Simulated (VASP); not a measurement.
A run of VASP 6.6.1 is set up as follows.

File INCAR:

```
PREC = Accurate
ENCUT = 400
EDIFF = 1E-8
ISMEAR = -1
SIGMA = 0.02
LREAL = False
LASPH = True
NELM = 120
ALGO = Normal
ISIF = 2
LWAVE = False
LCHARG = False
GGA = PS
LEFG = True
NBANDS = 15
GGA_COMPAT = False
```

The input KPOINTS:

```
Automatic mesh
0
Gamma
  7 7 7
```

The input POSCAR:

```
KCl
1.0
    3.6340000000     -0.0545100000     -0.0545100000
   -0.0545100000      3.6340000000     -0.0545100000
   -0.0545100000     -0.0545100000      3.6340000000
K Cl
1 1
Direct
    0.0000000000      0.0000000000      0.0000000000
    0.5000000000      0.5000000000      0.5000000000
```

Potentials or basis: VASP PAW PBE potentials, release 64 (K_sv, Cl).

Command:

```sh
$ cat potpaw_PBE.64/K_sv/POTCAR potpaw_PBE.64/Cl/POTCAR > POTCAR
$ mpirun -np 1 vasp_std > vasp.out
```

What does it give for the pressure?

2.5 GPa.

Estimate the band gap on the k mesh.

5.39 eV (least direct gap 5.59 eV).

Electric field gradients, principal values (V/Å²):
```tsv
atom	least	middle	greatest (by size)
1 K	3.859	3.859	-7.718
2 Cl	1.553	1.553	-3.106
```

Caveat: the cell differs from its parent crystal (equal xy, yz and zx shear strains of -3 %); without QUAD_EFG the Cq values of the log hold for a quadrupole moment of 1 mb, not for the nuclei; the PAW data sets were made with another functional, which shifts forces and pressure a little. A k mesh can miss the band edges.
